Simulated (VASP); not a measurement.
# CoO (I4/mmm) in VASP: notebook

The runs below take CoO through relaxation of shape and atoms at fixed volume, single point, with PBEsol.

Program: VASP 6.6.1. These are calculated values, not measurements. Logs are shortened: lines on timing, memory, paths and dates and some standing lists are left out, and cuts for length are marked.

## (1) The cell of the first run

The typed cell holds 2 atoms: a = 2.886 Å, b = 2.886 Å, c = 2.886 Å, α = 119.99°, β = 119.99°, γ = 90.01°.

## (2) Relaxation of shape and atoms at fixed volume, PBEsol, collinear spin, ferromagnetic start (8.50 Å³/atom)

File INCAR:

```
  ALGO = Normal
  EDIFF = 1E-6
  EDIFFG = -0.01
  ENCUT = 600
  GGA = PS
  IBRION = 2
  ISIF = 4
  ISMEAR = 0
  ISPIN = 2
  KPAR = 4
  LASPH = True
  LCHARG = False
  LMAXMIX = 4
  LORBIT = 11
  LREAL = False
  LWAVE = False
  MAGMOM = 2.57 0.32
  NELM = 150
  NSW = 50
  PREC = Accurate
  SIGMA = 0.1
```

File KPOINTS:

```
k-points
0
Gamma
  20 20 20
```

File POSCAR:

```
CoO
1.0
   -1.4434135671      1.4434135671      2.0407760687
    1.4434135671     -1.4434135671      2.0407760687
    1.4434135671      1.4434135671     -2.0407760687
Co O
1 1
Direct
    0.0000000000      0.0000000000      0.0000000000
    0.5000000000      0.5000000000      0.0000000000
```

Potentials or basis: VASP PAW PBE potentials, release 64 (Co, O).

On the command line:

```console
$ cat potpaw_PBE.64/Co/POTCAR potpaw_PBE.64/O/POTCAR > POTCAR
$ mpirun -np 4 vasp_std > vasp.out
```

OUTCAR:

```text
EDIFF = 1E-6
   EDIFFG = -0.01
   ENCUT = 600
   GGA = PS
   IBRION = 2
   ISIF = 4
   ISMEAR = 0
   ISPIN = 2
   LASPH = True
   LORBIT = 11
   LREAL = False
   NELM = 150
   NSW = 50
   PREC = Accurate

 ion  position               nearest neighbor table
   1  0.000  0.000  0.000-   2 2.04   2 2.04   2 2.04   2 2.04   2 2.04   2 2.04
   2  0.500  0.500  0.000-   1 2.04   1 2.04   1 2.04   1 2.04   1 2.04   1 2.04

  LATTYP: Found a body centered tetragonal cell.
 ALAT       =     2.8868271342
 C/A-ratio  =     1.4138540161

  Lattice vectors:

 A1 = (  -1.4434135671,   1.4434135671,   2.0407760687)
 A2 = (   1.4434135671,  -1.4434135671,   2.0407760687)
 A3 = (   1.4434135671,   1.4434135671,  -2.0407760687)

Analysis of symmetry for initial positions (statically):
=====================================================================
 Subroutine PRICEL returns:
 Original cell was already a primitive cell.

 Routine SETGRP: Setting up the symmetry group for a
 body centered tetragonal supercell.

 Subroutine GETGRP returns: Found 16 space group operations
 (whereof 16 operations were pure point group operations)
 out of a pool of 16 trial point group operations.

The static configuration has the point symmetry D_4h.

Analysis of symmetry for dynamics (positions and initial velocities):
=====================================================================
 Subroutine PRICEL returns:
 Original cell was already a primitive cell.

 Routine SETGRP: Setting up the symmetry group for a
 body centered tetragonal supercell.

 Subroutine GETGRP returns: Found 16 space group operations
 (whereof 16 operations were pure point group operations)
 out of a pool of 16 trial point group operations.

The dynamic configuration has the point symmetry D_4h.

Analysis of structural, dynamic, and magnetic symmetry:
=====================================================================
 Subroutine PRICEL returns:
 Original cell was already a primitive cell.

 Routine SETGRP: Setting up the symmetry group for a
 body centered tetragonal supercell.

 Subroutine GETGRP returns: Found 16 space group operations
 (whereof 16 operations were pure point group operations)
 out of a pool of 16 trial point group operations.

The overall configuration has the point symmetry D_4h.

 Subroutine INISYM returns: Found 16 space group operations
 (whereof 16 operations are pure point group operations),
 and found     1 'primitive' translations

----------------------------------------------------------------------------------------

                                     Primitive cell

  volume of cell :      17.0074

  direct lattice vectors                    reciprocal lattice vectors
    -1.443413567  1.443413567  2.040776069     0.000000000  0.346401067  0.245004833
     1.443413567 -1.443413567  2.040776069     0.346401067  0.000000000  0.245004833
     1.443413567  1.443413567 -2.040776069     0.346401067  0.346401067  0.000000000

  length of vectors
     2.886460187  2.886460187  2.886460187     0.424288896  0.424288896  0.489885087

  position of ions in fractional coordinates (direct lattice)
     0.000000000  0.000000000  0.000000000
     0.500000000  0.500000000  0.000000000

  ion indices of the primitive-cell ions
   primitive index   ion index
                 1           1
                 2           2

----------------------------------------------------------------------------------------

 KPOINTS: k-points

Automatic generation of k-mesh.
 Grid dimensions read from file:
 generate k-points for:   20   20   20

 Generating k-lattice:

  Cartesian coordinates                     Fractional coordinates (reciprocal lattice)
     0.000000000  0.017320053  0.012250242     0.050000000  0.000000000 -0.000000000
     0.017320053  0.000000000  0.012250242     0.000000000  0.050000000 -0.000000000
     0.017320053  0.017320053  0.000000000     0.000000000  0.000000000  0.050000000

  Length of vectors
     0.021214445  0.021214445  0.024494254

  Shift w.r.t. Gamma in fractional coordinates (k-lattice)
     0.000000000  0.000000000  0.000000000

 Subroutine IBZKPT returns following result:
[... 39 lines left out ...]
 SYSTEM =  unknown system
   PREC   = accura    normal or accurate (medium, high low for compatibility)
   ISTART =      0    job   : 0-new  1-cont  2-samecut
   ICHARG =      2    charge: 1-file 2-atom 10-const
   ISPIN  =      2    spin polarized calculation?
   LNONCOLLINEAR =      F non collinear calculations
   LSORBIT =      F    spin-orbit coupling
   LASPH  =      T    aspherical Exc in radial PAW
   ENCUT  =  600.0 eV  44.10 Ry    6.64 a.u.   5.76  5.76  5.76*2*pi/ulx,y,z
   NELM   =    150;   NELMIN=  2; NELMDL= -5     # of ELM steps
   EDIFF  = 0.1E-05   stopping-criterion for ELM
   LREAL  =      F    real-space projection
   EDIFFG = -.1E-01   stopping-criterion for IOM
   NSW    =     50    number of steps for IOM
   IBRION =      2    ionic relax: 0-MD 1-quasi-New 2-CG
   NFREE  =      1    steps in history (QN), initial steepest desc. (CG)
   ISIF   =      4    stress and relaxation
   ISYM   =      2    0-nonsym 1-usesym 2-fastsym
   POTIM  = 0.5000    time-step for ionic-motion
   TEBEG  =    0.0;   TEEND  =   0.0 temperature during run
   PSTRESS=    0.0 pullay stress
   NELECT =      15.0000    total number of electrons
   NUPDOWN=      -1.0000    fix difference up-down
   EMIN   =  10.00;   EMAX   =-10.00  energy-range for DOS
   EFERMI =   0.00;   METHOD = LEGACY
   ISMEAR =     0;   SIGMA  =   0.10  broadening in eV -4-tet -1-fermi 0-gaus
   EFERMI_NEDOS =   21; number of points for ismear=-14 and -15
   IALGO  =     38    algorithm
   IMIX   =      4    mixing-type and parameters
     AMIX     =   0.40;   BMIX     =  1.00
     AMIX_MAG =   1.60;   BMIX_MAG =  1.00
  volume/ion in A,a.u.               =       8.50        57.39
  Fermi-wavevector in a.u.,A,eV,Ry     =   1.569976  2.966824 33.535965  2.464824
  Thomas-Fermi vector in A             =   2.671778
   LORBIT       =     11    0 simple, 1 ext, 2 COOP (PROOUT), +10 PAW based schemes
   GGA     = PS    functional components
   LHFCALC =     F    Hartree Fock is set to
   AEXX    =    0.0000 exact exchange contribution
   IVDW    =     0    specifies the selected vdW correction
   LEPSILON=     F    determine dielectric tensor
   LRPA    =     F    only Hartree local field effects (RPA)
 conjugate gradient relaxation of ions
 spin polarized calculation
 Gauss-broadening in eV      SIGMA  =   0.10
  energy-cutoff  :      600.00
  volume of cell :       17.01
 maximum number of plane-waves:       588
   NGX = 11   NGY = 11   NGZ = 11

 number of electron      15.0000001 magnetization       2.3836733

 Free energy of the ion-electron system (eV)
  ---------------------------------------------------
  ext. energy  EPLUGINS =         0.00000000
  ---------------------------------------------------
  free energy    TOTEN  =       -13.96838634 eV

  energy without entropy =      -13.94791176  energy(sigma->0) =      -13.95814905

 E-fermi :   9.7249     XC(G=0): -13.4156

 val. band max:        9.7240755168   @ k =  -0.4000   0.1000   0.0500
 cond. band min:       9.7262064392   @ k =  -0.2500   0.3500   0.2500
 fundamental gap:      0.0021309224
 Fermi energy:         9.7248749189

 spin component 1

 k-point     1 :       0.0000    0.0000    0.0000
  band No.  band energies     occupation
      1     -11.8039      1.00000
      2       5.8650      1.00000
      3       5.8659      1.00000
      4       5.8659      1.00000
      5       6.6013      1.00000
      6       6.6014      1.00000
      7       6.6282      1.00000
      8       6.6282      1.00000
      9       6.6313      1.00000
     10      11.3291      0.00000
     11      26.6753      0.00000
     12      28.7397      0.00000
[... 333 lines left out ...]
      1     -10.6430      1.00000
      2       1.3439      1.00000
      3       3.1968      1.00000
      4       3.3570      1.00000
      5       7.2533      1.00000
      6       7.4175      1.00000
      7       7.8202      1.00000
      8       9.4504      0.99995
      9       9.7963      0.15627
     10      14.8591      0.00000
     11      20.6757      0.00000
     12      24.7643      0.00000

 [... further k-points ...]

 spin component 2

 k-point     1 :       0.0000    0.0000    0.0000
  band No.  band energies     occupation
      1     -11.4333      1.00000
      2       6.2841      1.00000
      3       6.2852      1.00000
      4       6.2853      1.00000
      5       8.2775      1.00000
      6       8.2775      1.00000
      7       8.2787      1.00000
      8       9.2868      1.00000
      9       9.2873      1.00000
     10      11.7736      0.00000
     11      26.6504      0.00000
     12      29.2444      0.00000
[... 333 lines left out ...]
      1     -10.2562      1.00000
      2       1.8201      1.00000
      3       4.2135      1.00000
      4       4.3460      1.00000
      5       9.0205      1.00000
      6       9.3005      1.00000
      7       9.4368      0.99998
      8      11.5625      0.00000
      9      11.9259      0.00000
     10      15.2728      0.00000
     11      21.2142      0.00000
     12      25.3109      0.00000

 [... further k-points ...]

------------------------ aborting loop because EDIFF is reached ----------------------------------------

  FORCE on cell =-STRESS in cart. coord.  units (eV):
  Direction    XX          YY          ZZ          XY          YZ          ZX
  --------------------------------------------------------------------------------------
  -------------------------------------------------------------------------------------
  Total        1.0976739      1.0976739      1.1014087      0.0000000     -0.0000000      0.0000000
  in kB      103.4063037    103.4063037    103.7581349      0.0000000     -0.0000000      0.0000000
  external PRESSURE =     103.5235808 kB  Pullay stress =       0.0000000 kB

 VOLUME and BASIS-vectors are now :
 -----------------------------------------------------------------------------
  energy-cutoff  :      600.00
  volume of cell :       17.01
      direct lattice vectors                 reciprocal lattice vectors
    -1.443413567  1.443413567  2.040776069     0.000000000  0.346401067  0.245004833
     1.443413567 -1.443413567  2.040776069     0.346401067  0.000000000  0.245004833
     1.443413567  1.443413567 -2.040776069     0.346401067  0.346401067  0.000000000

 POSITION                                       TOTAL-FORCE (eV/Angst)
 -----------------------------------------------------------------------------------
      0.00000      0.00000      0.00000        -0.000000      0.000000      0.000000
      0.00000      0.00000      2.04078         0.000000     -0.000000     -0.000000
 -----------------------------------------------------------------------------------
    total drift:                               -0.000000      0.000000     -0.000000

  FREE ENERGIE OF THE ION-ELECTRON SYSTEM (eV)
  ---------------------------------------------------
  free  energy   TOTEN  =       -13.9683863422 eV

  energy  without entropy=      -13.9479117609  energy(sigma->0) =      -13.95814905

 reached required accuracy - stopping structural energy minimisation

 total charge

# of ion       s       p       d       tot
------------------------------------------
    1        0.334   0.451   7.291   8.076
    2        1.551   3.447   0.000   4.998
--------------------------------------------------
tot          1.885   3.898   7.291  13.074

 magnetization (x)

# of ion       s       p       d       tot
------------------------------------------
    1        0.021   0.019   2.103   2.143
    2        0.031   0.172   0.000   0.203
--------------------------------------------------
tot          0.052   0.191   2.103   2.346
```

Run time: 2.3 min. Hardware: 4 MPI ranks of Oxide Virtual Turin-like, shared host; peak memory 0.35 GiB.

Results:

```
Free energy                                           : -13.9684 eV
Pressure after relaxing                               : 10.4 GPa
Net moment                                            : 2.38 μB per cell
Site moments                                          : Co +2.14; O +0.20 μB
Valence electrons inside the program's atomic spheres : Co 8.08; O 5.00
```

Final structure:
```
CELL_PARAMETERS angstrom
-1.44341 1.44341 2.04078
1.44341 -1.44341 2.04078
1.44341 1.44341 -2.04078
ATOMIC_POSITIONS crystal
Co 0.00000 0.00000 0.00000
O 0.50000 0.50000 0.00000
```

Levels at points of the mesh, in eV from the Fermi level:
Spin up:
| k point | band 6 | band 7 | band 8 | band 9 | band 10 | band 11 | band 12 |
| --- | --- | --- | --- | --- | --- | --- | --- |
| (0.00, 0.00, 0.00) | -3.12 | -3.10 | -3.10 | -3.09 | 1.60 | 16.95 | 19.01 |
| (0.50, 0.00, 0.00) | -2.10 | -1.54 | 0.57 | 0.57 | 5.14 | 10.44 | 14.13 |
| (0.50, 0.50, 0.00) | -2.66 | -1.88 | -1.74 | -1.74 | 6.67 | 10.43 | 12.18 |
| (0.50, 0.50, 0.50) | -2.65 | -1.88 | -1.74 | -1.74 | 6.67 | 10.44 | 12.18 |
Spin down:
```
           k point  band 2  band 3  band 4  band 5  band 6  band 7  band 8  band 9  band 10  band 11
(0.00, 0.00, 0.00)   -3.44   -3.44   -3.44   -1.45   -1.45   -1.45   -0.44   -0.44     2.05    16.93
(0.50, 0.00, 0.00)   -9.04   -5.85   -5.84   -0.22   -0.22    0.13    2.74    2.74     5.40    11.06
(0.50, 0.50, 0.00)   -7.72   -4.84   -4.84   -2.90    0.13    0.13    0.15    0.89     7.39    10.80
(0.50, 0.50, 0.50)   -7.72   -4.84   -4.84   -2.90    0.13    0.13    0.15    0.89     7.39    10.80
```

Caveat: the PAW data sets were made with another functional, which shifts forces and pressure a little; a cell with one magnetic atom can't hold antiferromagnetic order, which such compounds often take; semilocal functionals often make such compounds metallic where correlation or magnetic order opens a gap, which also shifts bond lengths. With open d or f shells a metallic result of PBEsol can be an artefact of self-interaction; +U or a hybrid may open a gap.

## (3) Single point, PBEsol, collinear spin, ferromagnetic start (9.32 Å³/atom)

This run uses another cell than the first one, of 9.32 Å³/atom.

File INCAR:

```
  PREC = Accurate
  ENCUT = 520
  EDIFF = 1E-6
  ISMEAR = 0
  SIGMA = 0.1
  LREAL = False
  LASPH = True
  NELM = 150
  ALGO = Normal
  ISIF = 2
  LWAVE = False
  LCHARG = False
  ISPIN = 2
  MAGMOM = 2.57 0.32
  LORBIT = 11
  LMAXMIX = 4
  GGA = PS
  NBANDS = 18
```

File KPOINTS:

```
regular mesh
0
Gamma
  20 20 20
```

File POSCAR:

```
CoO
1.0
   -1.4880832905      1.4880832905      2.1039325366
    1.4880832905     -1.4880832905      2.1039325366
    1.4880832905      1.4880832905     -2.1039325366
Co O
1 1
Direct
    0.0000000000      0.0000000000      0.0000000000
    0.5000000000      0.5000000000      0.0000000000
```

Potentials or basis: VASP PAW PBE potentials, release 64 (Co, O).

On the command line:

```console
$ cat potpaw_PBE.64/Co/POTCAR potpaw_PBE.64/O/POTCAR > POTCAR
$ mpirun -np 1 vasp_std > vasp.out
```

OUTCAR:

```text
PREC = Accurate
   ENCUT = 520
   EDIFF = 1E-6
   ISMEAR = 0
   LREAL = False
   LASPH = True
   NELM = 150
   ISIF = 2
   ISPIN = 2
   LORBIT = 11
   GGA = PS

 ion  position               nearest neighbor table
   1  0.000  0.000  0.000-   2 2.10   2 2.10   2 2.10   2 2.10   2 2.10   2 2.10
   2  0.500  0.500  0.000-   1 2.10   1 2.10   1 2.10   1 2.10   1 2.10   1 2.10

  LATTYP: Found a body centered tetragonal cell.
 ALAT       =     2.9761665810
 C/A-ratio  =     1.4138540161

  Lattice vectors:

 A1 = (  -1.4880832905,   1.4880832905,   2.1039325366)
 A2 = (   1.4880832905,  -1.4880832905,   2.1039325366)
 A3 = (   1.4880832905,   1.4880832905,  -2.1039325366)

Analysis of symmetry for initial positions (statically):
=====================================================================
 Subroutine PRICEL returns:
 Original cell was already a primitive cell.

 Routine SETGRP: Setting up the symmetry group for a
 body centered tetragonal supercell.

[... 704 lines left out ...]
      5       7.1548      1.00000
      6       7.1548      1.00000
[... 493 lines left out ...]
     17      36.0846      0.00000
     18      38.5221      0.00000

 [... further k-points ...]

------------------------ aborting loop because EDIFF is reached ----------------------------------------

  FORCE on cell =-STRESS in cart. coord.  units (eV):
  Direction    XX          YY          ZZ          XY          YZ          ZX
  --------------------------------------------------------------------------------------
  -------------------------------------------------------------------------------------
  Total       -0.6408356     -0.6408356     -0.6375638      0.0000000      0.0000000      0.0000000
  in kB      -55.0948446    -55.0948446    -54.8135527      0.0000000      0.0000000      0.0000000
  external PRESSURE =     -55.0010806 kB  Pullay stress =       0.0000000 kB

 VOLUME and BASIS-vectors are now :
 -----------------------------------------------------------------------------
  energy-cutoff  :      520.00
  volume of cell :       18.64
      direct lattice vectors                 reciprocal lattice vectors
    -1.488083291  1.488083291  2.103932537     0.000000000  0.336002698  0.237650206
     1.488083291 -1.488083291  2.103932537     0.336002698  0.000000000  0.237650206
     1.488083291  1.488083291 -2.103932537     0.336002698  0.336002698  0.000000000

 POSITION                                       TOTAL-FORCE (eV/Angst)
 -----------------------------------------------------------------------------------
      0.00000      0.00000      0.00000        -0.000000     -0.000000     -0.000000
      0.00000      0.00000      2.10393         0.000000      0.000000      0.000000
 -----------------------------------------------------------------------------------
    total drift:                               -0.000000      0.000000     -0.000000

  FREE ENERGIE OF THE ION-ELECTRON SYSTEM (eV)
  ---------------------------------------------------
  free  energy   TOTEN  =       -13.9886403523 eV

  energy  without entropy=      -13.9680978935  energy(sigma->0) =      -13.97836912

 total charge

# of ion       s       p       d       tot
------------------------------------------
    1        0.307   0.385   7.177   7.869
    2        1.551   3.414   0.000   4.965
--------------------------------------------------
tot          1.858   3.800   7.177  12.835

 magnetization (x)

# of ion       s       p       d       tot
------------------------------------------
    1        0.020   0.018   2.455   2.494
    2        0.030   0.264   0.000   0.294
--------------------------------------------------
tot          0.050   0.283   2.455   2.788
```

It took 13 min on 1 thread of Oxide Virtual Turin-like, shared host; peak memory 0.39 GiB.

Results:

```
Free energy                                           : -13.9886 eV
Pressure                                              : -5.5 GPa
Net moment                                            : 2.84 μB per cell
Site moments                                          : Co +2.49; O +0.29 μB
Valence electrons inside the program's atomic spheres : Co 7.87; O 4.96
```

Caveat: the cell stands under tension; the PAW data sets were made with another functional, which shifts forces and pressure a little; a cell with one magnetic atom can't hold antiferromagnetic order, which such compounds often take; semilocal functionals often make such compounds metallic where correlation or magnetic order opens a gap, which also shifts bond lengths. With open d or f shells a metallic result of PBEsol can be an artefact of self-interaction; +U or a hybrid may open a gap.
